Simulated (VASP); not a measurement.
A run of VASP 6.6.1 is set up as follows.

File INCAR:

```
SYSTEM = Nb
PREC = Accurate
ENCUT = 520
EDIFF = 1E-7
ISMEAR = 0
SIGMA = 0.1
LREAL = .FALSE.
LASPH = .TRUE.
NELM = 80
ALGO = Normal
ISIF = 2
LWAVE = .FALSE.
LCHARG = .FALSE.
GGA = PE
NBANDS = 12
```

The input KPOINTS:

```
regular mesh
0
G
  18 18 18
  0 0 0
```

The input POSCAR:

```
Nb
1.0
   -1.6555668751      1.6555668751      1.6555668751
    1.6555668751     -1.6555668751      1.6555668751
    1.6555668751      1.6555668751     -1.6555668751
Nb
1
Direct
    0.0000000000      0.0000000000      0.0000000000
```

Potentials or basis: VASP PAW PBE potentials, release 64 (Nb_sv).

The run is started by

```sh
$ cat potpaw_PBE.64/Nb_sv/POTCAR > POTCAR
$ mpirun -np 1 vasp_std > vasp.out
```

(1) What does it give for the pressure?

Results:

(1) -0.3 GPa.
